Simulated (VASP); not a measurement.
# AgBr (Fm-3m) in VASP: single point with PBE

Aim: the single point of AgBr with PBE.

Program: VASP 6.6.1. These are calculated values, not measurements. Logs are shortened: lines on timing, memory, paths and dates and some standing lists are left out, and cuts for length are marked.

## Step 1: The cell of the first run

It takes space group Fm-3m (No. 225, cubic). The conventional cell has a = 5.772 Å, b = 5.772 Å, c = 5.772 Å, α = 90.00°, β = 90.00°, γ = 90.00°. Within 3.8 Å of Ag (site symmetry m-3m) lie 6 Br at 2.89 Å. Within 3.8 Å of Br (site symmetry m-3m) lie 6 Ag at 2.89 Å.

## Step 2: Single point, PBE

INCAR

```
ALGO     = Normal         # electronic algorithm
EDIFF    = 1E-6           # SCF threshold, eV
ENCUT    = 500            # plane-wave cutoff, eV
GGA      = PE             # functional
GGA_COMPAT= False        
ISIF     = 2              # what is computed and relaxed
ISMEAR   = 0              # smearing method
LASPH    = True           # aspherical terms in the spheres
LCHARG   = False          # write CHGCAR
LREAL    = False          # projectors in reciprocal space
LWAVE    = False          # write WAVECAR
NBANDS   = 16             # bands
NELM     = 120            # most SCF steps
PREC     = Accurate       # precision mode
SIGMA    = 0.05           # smearing width, eV
```

KPOINTS

```
k-points
0
Gamma
  8 8 8
```

POSCAR

```
AgBr
1.0
    0.0000000000      2.8860500000      2.8860500000
    2.8860500000      0.0000000000      2.8860500000
    2.8860500000      2.8860500000      0.0000000000
Ag Br
1 1
Direct
    0.5000000000      0.5000000000      0.5000000000
    0.0000000000      0.0000000000      0.0000000000
```

Potentials or basis: VASP PAW PBE potentials, release 64 (Ag, Br).

Started as:

```console
$ cat potpaw_PBE.64/Ag/POTCAR potpaw_PBE.64/Br/POTCAR > POTCAR
$ mpirun -np 1 vasp_std > vasp.out
```

OUTCAR:

```text
EDIFF = 1E-6
   ENCUT = 500
   GGA = PE
   ISIF = 2
   ISMEAR = 0
   LASPH = True
   LREAL = False
   NELM = 120
   PREC = Accurate

 ion  position               nearest neighbor table
   1  0.500  0.500  0.500-   2 2.89   2 2.89   2 2.89   2 2.89   2 2.89   2 2.89
   2  0.000  0.000  0.000-   1 2.89   1 2.89   1 2.89   1 2.89   1 2.89   1 2.89

  LATTYP: Found a face centered cubic cell.
 ALAT       =     5.7721000000

  Lattice vectors:

 A1 = (   0.0000000000,   2.8860500000,   2.8860500000)
 A2 = (   2.8860500000,   0.0000000000,   2.8860500000)
 A3 = (   2.8860500000,   2.8860500000,   0.0000000000)

Analysis of symmetry for initial positions (statically):
=====================================================================
 Subroutine PRICEL returns:
 Original cell was already a primitive cell.

 Routine SETGRP: Setting up the symmetry group for a
 face centered cubic supercell.

 Subroutine GETGRP returns: Found 48 space group operations
 (whereof 48 operations were pure point group operations)
 out of a pool of 48 trial point group operations.

The static configuration has the point symmetry O_h .

Analysis of symmetry for dynamics (positions and initial velocities):
=====================================================================
 Subroutine PRICEL returns:
 Original cell was already a primitive cell.

 Routine SETGRP: Setting up the symmetry group for a
 face centered cubic supercell.

 Subroutine GETGRP returns: Found 48 space group operations
 (whereof 48 operations were pure point group operations)
 out of a pool of 48 trial point group operations.

The dynamic configuration has the point symmetry O_h .

 Subroutine INISYM returns: Found 48 space group operations
 (whereof 48 operations are pure point group operations),
 and found     1 'primitive' translations

----------------------------------------------------------------------------------------

                                     Primitive cell

  volume of cell :      48.0775

  direct lattice vectors                    reciprocal lattice vectors
     0.000000000  2.886050000  2.886050000    -0.173247172  0.173247172  0.173247172
     2.886050000  0.000000000  2.886050000     0.173247172 -0.173247172  0.173247172
     2.886050000  2.886050000  0.000000000     0.173247172  0.173247172 -0.173247172

  length of vectors
     4.081491052  4.081491052  4.081491052     0.300072904  0.300072904  0.300072904

  position of ions in fractional coordinates (direct lattice)
     0.500000000  0.500000000  0.500000000
     0.000000000  0.000000000  0.000000000

  ion indices of the primitive-cell ions
   primitive index   ion index
                 1           1
                 2           2

----------------------------------------------------------------------------------------

 KPOINTS: k-points

Automatic generation of k-mesh.
 Grid dimensions read from file:
 generate k-points for:    8    8    8

 Generating k-lattice:

  Cartesian coordinates                     Fractional coordinates (reciprocal lattice)
    -0.021655896  0.021655896  0.021655896     0.125000000  0.000000000  0.000000000
     0.021655896 -0.021655896  0.021655896     0.000000000  0.125000000  0.000000000
     0.021655896  0.021655896 -0.021655896     0.000000000  0.000000000  0.125000000

  Length of vectors
     0.037509113  0.037509113  0.037509113

  Shift w.r.t. Gamma in fractional coordinates (k-lattice)
     0.000000000  0.000000000  0.000000000

 Subroutine IBZKPT returns following result:
 ===========================================

 Found     29 irreducible k-points:

 Following reciprocal coordinates:
            Coordinates               Weight
  0.000000  0.000000  0.000000      1.000000
  0.125000  0.000000  0.000000      8.000000
  0.250000  0.000000  0.000000      8.000000
  0.375000  0.000000  0.000000      8.000000
  0.500000  0.000000  0.000000      4.000000
  0.125000  0.125000  0.000000      6.000000
[... 16 lines left out ...]
  0.500000  0.250000  0.125000     48.000000
 -0.375000  0.250000  0.125000     24.000000
 [... further k-points ...]
   k-points           NKPTS =     29   k-points in BZ     NKDIM =     29   number of bands    NBANDS=     16
   number of dos      NEDOS =    301   number of ions     NIONS =      2
   total plane-waves  NPLWV =  27000
   dimension x,y,z NGX =    30 NGY =   30 NGZ =   30
   dimension x,y,z NGXF=    60 NGYF=   60 NGZF=   60
   ions per type =               1   1
   NGX,Y,Z   is equivalent  to a cutoff of  12.22, 12.22, 12.22 a.u.
   NGXF,Y,Z  is equivalent  to a cutoff of  24.44, 24.44, 24.44 a.u.
 SYSTEM =  unknown system
   PREC   = accura    normal or accurate (medium, high low for compatibility)
   ISTART =      0    job   : 0-new  1-cont  2-samecut
   ICHARG =      2    charge: 1-file 2-atom 10-const
   ISPIN  =      1    spin polarized calculation?
   LNONCOLLINEAR =      F non collinear calculations
   LSORBIT =      F    spin-orbit coupling
   LASPH  =      T    aspherical Exc in radial PAW
   ENCUT  =  500.0 eV  36.75 Ry    6.06 a.u.   7.44  7.44  7.44*2*pi/ulx,y,z
   NELM   =    120;   NELMIN=  2; NELMDL= -5     # of ELM steps
   EDIFF  = 0.1E-05   stopping-criterion for ELM
   LREAL  =      F    real-space projection
   EDIFFG = 0.1E-04   stopping-criterion for IOM
   NSW    =      0    number of steps for IOM
   IBRION =     -1    ionic relax: 0-MD 1-quasi-New 2-CG
   NFREE  =      0    steps in history (QN), initial steepest desc. (CG)
   ISIF   =      2    stress and relaxation
   ISYM   =      2    0-nonsym 1-usesym 2-fastsym
   POTIM  = 0.5000    time-step for ionic-motion
   TEBEG  =    0.0;   TEEND  =   0.0 temperature during run
   PSTRESS=    0.0 pullay stress
   NELECT =      18.0000    total number of electrons
   NUPDOWN=      -1.0000    fix difference up-down
   EMIN   =  10.00;   EMAX   =-10.00  energy-range for DOS
   EFERMI =   0.00;   METHOD = LEGACY
   ISMEAR =     0;   SIGMA  =   0.05  broadening in eV -4-tet -1-fermi 0-gaus
   EFERMI_NEDOS =   21; number of points for ismear=-14 and -15
   IALGO  =     38    algorithm
   IMIX   =      4    mixing-type and parameters
     AMIX     =   0.40;   BMIX     =  1.00
     AMIX_MAG =   1.60;   BMIX_MAG =  1.00
  volume/ion in A,a.u.               =      24.04       162.22
  Fermi-wavevector in a.u.,A,eV,Ry     =   1.179918  2.229722 18.942118  1.392206
  Thomas-Fermi vector in A             =   2.316220
   LORBIT       =      0    0 simple, 1 ext, 2 COOP (PROOUT), +10 PAW based schemes
   GGA     = PE    functional components
   LHFCALC =     F    Hartree Fock is set to
   AEXX    =    0.0000 exact exchange contribution
   IVDW    =     0    specifies the selected vdW correction
   LEPSILON=     F    determine dielectric tensor
   LRPA    =     F    only Hartree local field effects (RPA)
 non-spin polarized calculation
 Gauss-broadening in eV      SIGMA  =   0.05
  energy-cutoff  :      500.00
  volume of cell :       48.08
 maximum number of plane-waves:      1243
 NGX is ok and might be reduce to    30
   NGX = 15   NGY = 15   NGZ = 15

 number of electron      18.0000004 magnetization

 Free energy of the ion-electron system (eV)
  ---------------------------------------------------
  ext. energy  EPLUGINS =         0.00000000
  ---------------------------------------------------
  free energy    TOTEN  =        -4.99256183 eV

  energy without entropy =       -4.99256183  energy(sigma->0) =       -4.99256183

 E-fermi :   3.7096     XC(G=0):  -9.7762

 val. band max:        3.4192477317   @ k =   0.5000   0.0000   0.0000
 cond. band min:       4.0944196059   @ k =   0.0000   0.0000   0.0000
 fundamental gap:      0.6751718742
 Fermi energy:         3.7096082479

 k-point     1 :       0.0000    0.0000    0.0000
  band No.  band energies     occupation
      1     -11.5563      2.00000
      2       0.6915      2.00000
      3       0.6915      2.00000
      4       0.6915      2.00000
      5       0.6915      2.00000
      6       0.6915      2.00000
[... 8 lines left out ...]
     15      15.1400      0.00000
     16      15.1400      0.00000

 k-point     2 :       0.1250    0.0000    0.0000
  band No.  band energies     occupation
      1     -11.4984      2.00000
      2       0.3040      2.00000
      3       0.3040      2.00000
      4       0.3512      2.00000
      5       0.7328      2.00000
      6       0.7328      2.00000
[... 8 lines left out ...]
     15      14.3293      0.00000
     16      14.7177      0.00000

 k-point     3 :       0.2500    0.0000    0.0000
  band No.  band energies     occupation
      1     -11.3527      2.00000
      2      -0.6265      2.00000
      3      -0.1984      2.00000
      4      -0.1984      2.00000
      5       0.8348      2.00000
      6       0.8348      2.00000
[... 8 lines left out ...]
     15      14.7683      0.00000
     16      14.7683      0.00000

 k-point     4 :       0.3750    0.0000    0.0000
  band No.  band energies     occupation
      1     -11.1974      2.00000
      2      -1.4221      2.00000
      3      -0.5353      2.00000
      4      -0.5353      2.00000
      5       0.9405      2.00000
      6       0.9405      2.00000
[... 8 lines left out ...]
     15      15.8127      0.00000
     16      15.8127      0.00000
[... 324 lines left out ...]
 k-point    22 :       0.3750    0.2500    0.1250
  band No.  band energies     occupation
      1     -11.2610      2.00000
      2      -1.0203      2.00000
      3      -0.2561      2.00000
      4       0.1157      2.00000
      5       0.7877      2.00000
      6       0.9195      2.00000
[... 8 lines left out ...]
     15      16.8185      0.00000
     16      17.3789      0.00000

 k-point    23 :       0.5000    0.2500    0.1250
  band No.  band energies     occupation
      1     -11.1482      2.00000
      2      -1.2295      2.00000
      3      -0.5337      2.00000
      4      -0.2616      2.00000
      5       0.8762      2.00000
      6       0.9902      2.00000
[... 8 lines left out ...]
     15      17.1241      0.00000
     16      17.3955      0.00000

 k-point    24 :      -0.3750    0.2500    0.1250
  band No.  band energies     occupation
      1     -11.1000      2.00000
      2      -1.2944      2.00000
      3      -0.5603      2.00000
      4      -0.5340      2.00000
      5       0.9385      2.00000
      6       0.9927      2.00000
[... 8 lines left out ...]
     15      15.9683      0.00000
     16      17.6888      0.00000

 [... further k-points ...]
[... 5 lines left out ...]
  --------------------------------------------------------------------------------------
  -------------------------------------------------------------------------------------
  Total        0.4438027      0.4438027      0.4438027      0.0000000      0.0000000      0.0000000
  in kB       14.7896854     14.7896854     14.7896854      0.0000000      0.0000000      0.0000000
  external PRESSURE =      14.7896854 kB  Pullay stress =       0.0000000 kB

 VOLUME and BASIS-vectors are now :
 -----------------------------------------------------------------------------
  energy-cutoff  :      500.00
  volume of cell :       48.08
      direct lattice vectors                 reciprocal lattice vectors
     0.000000000  2.886050000  2.886050000    -0.173247172  0.173247172  0.173247172
     2.886050000  0.000000000  2.886050000     0.173247172 -0.173247172  0.173247172
     2.886050000  2.886050000  0.000000000     0.173247172  0.173247172 -0.173247172

 POSITION                                       TOTAL-FORCE (eV/Angst)
 -----------------------------------------------------------------------------------
      2.88605      2.88605      2.88605        -0.000000      0.000000      0.000000
      0.00000      0.00000      0.00000         0.000000     -0.000000     -0.000000
 -----------------------------------------------------------------------------------
    total drift:                                0.000000      0.000000      0.000000

  FREE ENERGIE OF THE ION-ELECTRON SYSTEM (eV)
  ---------------------------------------------------
  free  energy   TOTEN  =        -4.9925618350 eV

  energy  without entropy=       -4.9925618350  energy(sigma->0) =       -4.99256183
```

Run time: 11 s. Hardware: 1 thread of Intel Xeon 6975P-C (Granite Rapids), shared host; peak memory 0.17 GiB.

What came out:

```yaml
Free_energy: -4.9926 eV
Pressure: 1.5 GPa
Band_gap_on_the_k_mesh: 0.68 eV, indirect (least direct gap 2.55 eV)
```

A k mesh can miss the band edges. A hybrid or GW would open this gap; PBE tends to underestimate it.
